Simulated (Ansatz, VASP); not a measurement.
## Pt in VASP and in Ansatz

The input INCAR:

```
PREC = Accurate
ENCUT = 520
EDIFF = 1E-6
ISMEAR = -1
SIGMA = 0.1
LREAL = False
LASPH = True
NELM = 80
ALGO = Normal
ISIF = 2
LWAVE = False
LCHARG = False
GGA = RE
NBANDS = 22
```

Contents of KPOINTS:

```
regular mesh
0
Gamma
  9 9 13
```

POSCAR

```
Pt
1.0
    4.4913963968      0.0000000000      0.0000000000
   -2.2456981984      3.8896633781      0.0000000000
    0.0000000000      0.0000000000      2.6779537805
Pt
3
Direct
    1.0000000000      1.0000000000      0.0000000000
    0.3333333333      0.6666666667      0.5000000000
    0.6666666667      0.3333333333      0.5000000000
```

Input for Ansatz:

```yaml
crystal:
  lattice:
    - [4.4913963968, 0.0, 0.0]
    - [-2.2456981984, 3.8896633781, 0.0]
    - [0.0, 0.0, 2.6779537805]
  atoms:
    - { symbol: Pt, position: [1.0, 1.0, 0.0] }
    - { symbol: Pt, position: [0.3333333333, 0.6666666667, 0.5] }
    - { symbol: Pt, position: [0.6666666667, 0.3333333333, 0.5] }
hamiltonian:
  xc: revpbe
  pseudopotentials:
    kind: paw
    azcp:
      Pt: "pseudopotentials/Pt.paw.azcp"
basis:
  ecutwfc: 420
  fft_grid_basis: typed
kpoints:
  mp_grid: { grid: [9, 9, 13], shift: [0, 0, 0] }
magnetization:
  spin_polarized: false
scf:
  occupations: { method: fermi_dirac, width: 0.1 }
  lower_state_search: "off"
output:
  stress: true
```

Alike in both runs: task single point; functional revPBE; k mesh 9 × 9 × 13; occupations fermi-dirac, width 0.1 eV; no spin polarisation.

|  | VASP | Ansatz |
| --- | --- | --- |
| version | VASP 6.6.1 | Ansatz 0.2.0 |
| potentials or method | VASP PAW PBE potentials, release 64 (Pt), cutoff 520 eV | plane waves (420 eV) with PAW, scalar-relativistic |
| valence electrons in the cell | 30 | 54 |

Ansatz gave:

* pressure (GPa): 10.1
* traceless stress, the component that is largest in VASP (GPa): 0.62

**Question.** Estimate VASP's values.

**Answer.** Pressure (GPa): 9.5; traceless stress, the component that is largest in VASP (GPa): 0.61.

VASP's potentials were made for PBE, not for revPBE. The functional is the same, so the differences come from potentials, cutoffs and numerics. VASP's potentials hold 30 valence electrons a cell and Ansatz's 54, so a difference there can come from the potentials and not from the codes.

Neither program's run includes spin-orbit coupling.
